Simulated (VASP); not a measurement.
# Sc2GaP3 (P6/mmm) in VASP: notebook

Runs on Sc2GaP3. Level: PBE. Tasks: single point.

All numbers are computed with VASP 6.6.1; they aren't measurements. Logs are shortened: lines on timing, memory, paths and dates and some standing lists are left out, and cuts for length are marked.

### Step 1. The cell of the first run

Symmetry: P6/mmm, No. 191, hexagonal system. Conventional cell: a = 5.681 Å, b = 5.681 Å, c = 4.049 Å, α = 90.00°, β = 90.00°, γ = 120.00°. Sc (site symmetry -6m2) has 6 P at 2.61 Å and 3 Sc at 3.28 Å and 3 Ga at 3.28 Å within 3.4 Å. Ga (site symmetry 6/mmm) has 6 Sc at 3.28 Å and 12 P at 3.49 Å and 2 Ga at 4.05 Å within 4.3 Å. Within 3.4 Å of P (site symmetry mmm) lie 4 Sc at 2.61 Å and 4 P at 2.84 Å.

### Step 2. Single point, PBE

Contents of INCAR:

```
SYSTEM = Sc2GaP3
PREC = Accurate
ENCUT = 520
EDIFF = 1E-6
ISMEAR = 0
SIGMA = 0.1
LREAL = .FALSE.
LASPH = .TRUE.
NELM = 80
ALGO = Normal
ISIF = 2
LWAVE = .FALSE.
LCHARG = .FALSE.
GGA = PE
NBANDS = 34
```

Contents of KPOINTS:

```
regular mesh
0
G
  6 6 4
  0 0 0
```

Contents of POSCAR:

```
Sc2GaP3
1.0
    5.6808346000      0.0000000000      0.0000000000
   -2.8404173000      4.9197470783      0.0000000000
    0.0000000000      0.0000000000      4.0494576071
Sc Ga P
2 1 3
Direct
    0.3333333333      0.6666666667      0.0000000000
    0.6666666667      0.3333333333      0.0000000000
    0.0000000000      0.0000000000      0.0000000000
    0.5000000000      0.0000000000      0.5000000000
    0.0000000000      0.5000000000      0.5000000000
    0.5000000000      0.5000000000      0.5000000000
```

Potentials or basis: VASP PAW PBE potentials, release 64 (Sc_sv, Ga_d, P).

On the command line:

```bash
cat potpaw_PBE.64/Sc_sv/POTCAR potpaw_PBE.64/Ga_d/POTCAR potpaw_PBE.64/P/POTCAR > POTCAR
mpirun -np 1 vasp_std > vasp.out
```

OUTCAR:

```text
SYSTEM = Sc2GaP3
   PREC = Accurate
   ENCUT = 520
   EDIFF = 1E-6
   ISMEAR = 0
   LREAL = .FALSE.
   LASPH = .TRUE.
   NELM = 80
   ISIF = 2
   GGA = PE

 ion  position               nearest neighbor table
   1  0.333  0.667  0.000-   5 2.61   5 2.61   4 2.61   4 2.61   6 2.61   6 2.61   2 3.28   2 3.28
                             2 3.28
   2  0.667  0.333  0.000-   5 2.61   5 2.61   4 2.61   4 2.61   6 2.61   6 2.61   1 3.28   1 3.28
                             1 3.28
   3  0.000  0.000  0.000-
   4  0.500  0.000  0.500-   1 2.61   2 2.61   1 2.61   2 2.61   5 2.84   6 2.84   6 2.84   5 2.84

   5  0.000  0.500  0.500-   1 2.61   2 2.61   1 2.61   2 2.61   6 2.84   6 2.84   4 2.84   4 2.84

   6  0.500  0.500  0.500-   1 2.61   2 2.61   1 2.61   2 2.61   5 2.84   5 2.84   4 2.84   4 2.84

  LATTYP: Found a hexagonal cell.
 ALAT       =     5.6808346000
 C/A-ratio  =     0.7128279368

  Lattice vectors:

 A1 = (   5.6808346000,   0.0000000000,   0.0000000000)
 A2 = (  -2.8404173000,   4.9197470783,   0.0000000000)
 A3 = (   0.0000000000,   0.0000000000,   4.0494576071)

Analysis of symmetry for initial positions (statically):
=====================================================================
 Subroutine PRICEL returns:
 Original cell was already a primitive cell.

 Routine SETGRP: Setting up the symmetry group for a
 hexagonal supercell.

 Subroutine GETGRP returns: Found 24 space group operations
 (whereof 24 operations were pure point group operations)
 out of a pool of 24 trial point group operations.

The static configuration has the point symmetry D_6h.

Analysis of symmetry for dynamics (positions and initial velocities):
=====================================================================
 Subroutine PRICEL returns:
 Original cell was already a primitive cell.

 Routine SETGRP: Setting up the symmetry group for a
 hexagonal supercell.

 Subroutine GETGRP returns: Found 24 space group operations
 (whereof 24 operations were pure point group operations)
 out of a pool of 24 trial point group operations.

The dynamic configuration has the point symmetry D_6h.

 Subroutine INISYM returns: Found 24 space group operations
 (whereof 24 operations are pure point group operations),
 and found     1 'primitive' translations

----------------------------------------------------------------------------------------

                                     Primitive cell

[... 96 lines left out ...]
   EDIFFG = 0.1E-04   stopping-criterion for IOM
   NSW    =      0    number of steps for IOM
   IBRION =     -1    ionic relax: 0-MD 1-quasi-New 2-CG
   NFREE  =      0    steps in history (QN), initial steepest desc. (CG)
   ISIF   =      2    stress and relaxation
   ISYM   =      2    0-nonsym 1-usesym 2-fastsym
   POTIM  = 0.5000    time-step for ionic-motion
   TEBEG  =    0.0;   TEEND  =   0.0 temperature during run
   PSTRESS=    0.0 pullay stress
   NELECT =      50.0000    total number of electrons
   NUPDOWN=      -1.0000    fix difference up-down
   EMIN   =  10.00;   EMAX   =-10.00  energy-range for DOS
   EFERMI =   0.00;   METHOD = LEGACY
   ISMEAR =     0;   SIGMA  =   0.10  broadening in eV -4-tet -1-fermi 0-gaus
   EFERMI_NEDOS =   21; number of points for ismear=-14 and -15
   IALGO  =     38    algorithm
   IMIX   =      4    mixing-type and parameters
     AMIX     =   0.40;   BMIX     =  1.00
     AMIX_MAG =   1.60;   BMIX_MAG =  1.00
  volume/ion in A,a.u.               =      18.86       127.29
  Fermi-wavevector in a.u.,A,eV,Ry     =   1.246850  2.356205 21.152095  1.554635
  Thomas-Fermi vector in A             =   2.381009
   LORBIT       =      0    0 simple, 1 ext, 2 COOP (PROOUT), +10 PAW based schemes
   GGA     = PE    functional components
   LHFCALC =     F    Hartree Fock is set to
   AEXX    =    0.0000 exact exchange contribution
   IVDW    =     0    specifies the selected vdW correction
   LEPSILON=     F    determine dielectric tensor
   LRPA    =     F    only Hartree local field effects (RPA)
 non-spin polarized calculation
 Gauss-broadening in eV      SIGMA  =   0.10
  energy-cutoff  :      520.00
  volume of cell :      113.18
 maximum number of plane-waves:      3076
   NGX = 21   NGY = 21   NGZ = 15

 number of electron      50.0000006 magnetization

 Free energy of the ion-electron system (eV)
  ---------------------------------------------------
  ext. energy  EPLUGINS =         0.00000000
  ---------------------------------------------------
  free energy    TOTEN  =       -35.29216475 eV

  energy without entropy =      -35.28260845  energy(sigma->0) =      -35.28738660

 E-fermi :   5.9602     XC(G=0): -10.4815

 val. band max:        5.9248703099   @ k =   0.5000   0.0000   0.0000
 cond. band min:       5.9661658552   @ k =   0.3333   0.1667   0.5000
 fundamental gap:      0.0412955453
 Fermi energy:         5.9601938612

 k-point     1 :       0.0000    0.0000    0.0000
  band No.  band energies     occupation
      1     -43.2192      2.00000
      2     -43.1879      2.00000
      3     -21.9765      2.00000
      4     -21.9765      2.00000
      5     -21.9588      2.00000
      6     -21.9086      2.00000
[... 766 lines left out ...]
     33       9.2860      0.00000
     34       9.9766      0.00000

------------------------ aborting loop because EDIFF is reached ----------------------------------------

  FORCE on cell =-STRESS in cart. coord.  units (eV):
  Direction    XX          YY          ZZ          XY          YZ          ZX
  --------------------------------------------------------------------------------------
  -------------------------------------------------------------------------------------
  Total        0.2811099      0.2811099      0.2495852      0.0000000      0.0000000      0.0000000
  in kB        3.9795584      3.9795584      3.5332768      0.0000000      0.0000000      0.0000000
  external PRESSURE =       3.8307979 kB  Pullay stress =       0.0000000 kB

 VOLUME and BASIS-vectors are now :
 -----------------------------------------------------------------------------
  energy-cutoff  :      520.00
  volume of cell :      113.18
      direct lattice vectors                 reciprocal lattice vectors
     5.680834600  0.000000000  0.000000000     0.176030473  0.101631241  0.000000000
    -2.840417300  4.919747078  0.000000000     0.000000000  0.203262482  0.000000000
     0.000000000  0.000000000  4.049457607     0.000000000  0.000000000  0.246946652

 POSITION                                       TOTAL-FORCE (eV/Angst)
 -----------------------------------------------------------------------------------
     -0.00000      3.27983      0.00000        -0.000000     -0.000000     -0.000000
      2.84042      1.63992      0.00000         0.000000     -0.000000      0.000000
      0.00000      0.00000      0.00000         0.000000      0.000000      0.000000
      2.84042      0.00000      2.02473         0.000000      0.000000      0.000000
     -1.42021      2.45987      2.02473         0.000000      0.000000      0.000000
      1.42021      2.45987      2.02473         0.000000      0.000000      0.000000
 -----------------------------------------------------------------------------------
    total drift:                               -0.000000      0.000000      0.000000

  FREE ENERGIE OF THE ION-ELECTRON SYSTEM (eV)
  ---------------------------------------------------
  free  energy   TOTEN  =       -35.2921647505 eV

  energy  without entropy=      -35.2826084541  energy(sigma->0) =      -35.28738660
```

stdout:

```text
POSCAR found type information on POSCAR ScGaP
 POSCAR found :  3 types and       6 ions
 scaLAPACK will be used
 LDA part: xc-table for (Slater+PW92), standard interpolation
 POSCAR, INCAR and KPOINTS ok, starting setup
 FFT: planning ... GRIDC
 FFT: planning ... GRID_SOFT
 FFT: planning ... GRID
 WAVECAR not read
 entering main loop
```

It took 64 s on 1 thread of Intel Xeon Platinum 8375C at 2.90GHz (Ice Lake), shared host; peak memory 0.26 GiB.

Results:

- Free energy: -35.2922 eV
- Pressure: 0.4 GPa
- Band gap on the k mesh: zero (band 25 reaches 7.16 eV, above the bottom of band 26 at 5.62 eV)

Levels at points of the mesh, in eV from the Fermi level:
```tsv
k point	band 21	band 22	band 23	band 24	band 25	band 26	band 27	band 28	band 29	band 30
(0.00, 0.00, 0.00)	-2.74	-2.56	-2.56	0.44	1.20	1.20	1.44	1.44	1.63	1.63
(0.50, 0.00, 0.00)	-2.67	-2.54	-2.51	-1.45	-1.38	-0.04	1.86	2.25	2.34	2.46
(0.00, 0.00, 0.50)	-2.65	-2.65	-2.50	-1.03	-1.03	0.09	1.45	1.78	1.78	1.80
(0.50, 0.00, 0.50)	-2.84	-2.30	-2.03	-1.77	-1.09	-0.34	1.12	1.46	2.27	2.33
```

Caveat: the k points lie up to 0.39 Å⁻¹ apart.

### Step 3. Single point, PBE

This run uses another cell than the first one, of 19.23 Å³/atom, 1.019 times its volume.

Contents of INCAR:

```
SYSTEM = Sc2GaP3
PREC = Accurate
ENCUT = 520
EDIFF = 1E-6
ISMEAR = 0
SIGMA = 0.1
LREAL = .False.
LASPH = .True.
NELM = 60
ALGO = Normal
ISIF = 2
LWAVE = .False.
LCHARG = .False.
GGA = PE
NBANDS = 34
```

Contents of KPOINTS:

```
regular mesh
0
Gamma
  6 6 4
  0 0 0
```

Contents of POSCAR:

```
Sc2GaP3
1.0
    5.4987334200      0.0000000000      0.0000000000
   -2.7493667100      4.7620428300      0.0000000000
    0.0000000000      0.0000000000      4.4063088000
Sc Ga P
2 1 3
Direct
    0.3333333300      0.6666666700      0.0000000000
    0.6666666700      0.3333333300      0.0000000000
    0.0000000000      0.0000000000      0.0000000000
    0.5000000000      0.0000000000      0.5000000000
    0.0000000000      0.5000000000      0.5000000000
    0.5000000000      0.5000000000      0.5000000000
```

Potentials or basis: VASP PAW PBE potentials, release 64 (Sc_sv, Ga_d, P).

On the command line:

```bash
cat potpaw_PBE.64/Sc_sv/POTCAR potpaw_PBE.64/Ga_d/POTCAR potpaw_PBE.64/P/POTCAR > POTCAR
mpirun -np 1 vasp_std > vasp.out
```

Wall time 80 s (1 thread of Intel Xeon Platinum 8375C at 2.90GHz (Ice Lake), shared host); peak memory 0.28 GiB.

It converged, with:

| Item | Value |
| --- | --- |
| Free energy | -35.0518 eV |
| Pressure | -4.7 GPa |
| Band gap on the k mesh | zero (band 25 reaches 6.63 eV, above the bottom of band 26 at 5.47 eV) |

Stress tensor (GPa, compression positive):
```
-2.73  0.00  0.00
 0.00 -2.73  0.00
 0.00  0.00 -8.58
```

Levels at points of the mesh, in eV from the Fermi level:
```csv
k point,band 22,band 23,band 24,band 25,band 26,band 27,band 28,band 29
"(0.00, 0.00, 0.00)",-2.70,-2.70,0.60,0.60,0.70,1.29,1.29,1.31
"(0.50, 0.00, 0.00)",-2.46,-2.37,-1.51,-1.37,-0.50,1.62,1.84,1.85
"(0.00, 0.00, 0.50)",-2.44,-2.44,-1.34,-1.34,0.16,0.67,1.43,2.23
"(0.50, 0.00, 0.50)",-2.07,-1.77,-1.59,-1.05,-0.55,0.21,0.79,2.20
```
